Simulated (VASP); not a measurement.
Set up this calculation in VASP 6.6.1, as the native input.

```yaml
Task: single point
Functional: PBEsol
Potentials_or_basis: VASP PAW PBE potentials, release 64 (Ti_sv, Al)
Cutoff: 520 eV
k_mesh: 10 × 10 × 4
Occupations: gaussian, width 0.1 eV
Spin: no spin polarisation
Dipole_correction: no
Further_INCAR_settings: ALGO = Fast; EDIFF = 1e-06; NBANDS = 31
```

The structure of TiAl3 lies in POSCAR:

```
TiAl3
1.0
    3.7392371839      0.0000000000      0.0000000000
    0.0000000000      3.7392371839      0.0000000000
    0.0000000000      0.0000000000      8.6566415371
Ti Al
2 6
Direct
    0.0000000000      0.0000000000      0.0000000000
    0.5000000000      0.5000000000      0.5000000000
    0.5000000000      0.5000000000      0.0000000000
    0.0000000000      0.5000000000      0.2500000000
    0.5000000000      0.0000000000      0.2500000000
    0.0000000000      0.0000000000      0.5000000000
    0.5000000000      0.0000000000      0.7500000000
    0.0000000000      0.5000000000      0.7500000000
```

This cell differs from its parent crystal: biaxial strain in the a-b plane: -2.0 %.

The input as run:

INCAR

```
SYSTEM = TiAl3
ALGO = Fast ; EDIFF = 1E-6
ENCUT = 520 ; GGA = PS
ISIF = 2 ; ISMEAR = 0
LASPH = .TRUE. ; LCHARG = .FALSE.
LREAL = .FALSE. ; LWAVE = .FALSE.
NBANDS = 31 ; NELM = 100
PREC = Accurate ; SIGMA = 0.1
```

KPOINTS

```
k-points
0
G
  10 10 4
  0 0 0
```

Potentials or basis: VASP PAW PBE potentials, release 64 (Ti_sv, Al).

The run is started by

```console
$ cat potpaw_PBE.64/Ti_sv/POTCAR potpaw_PBE.64/Al/POTCAR > POTCAR
$ mpirun -np 1 vasp_std > vasp.out
```

Results of the run:

```json
{
  "Pressure": "3.7 GPa",
  "Band gap on the k mesh": "zero (bands 21 and 22 overlap by 2.32 eV)"
}
```

Caveat: the cell differs from its parent crystal (biaxial strain in the a-b plane: -2.0 %); the cell stands under pressure; the PAW data sets were made with another functional, which shifts forces and pressure a little.

Wall time 11 min on 1 thread of Intel(R) Xeon(R) Platinum 8259CL CPU @ 2.50GHz (Skylake/Cascade Lake), with other jobs on the host, peak memory 0.34 GiB.
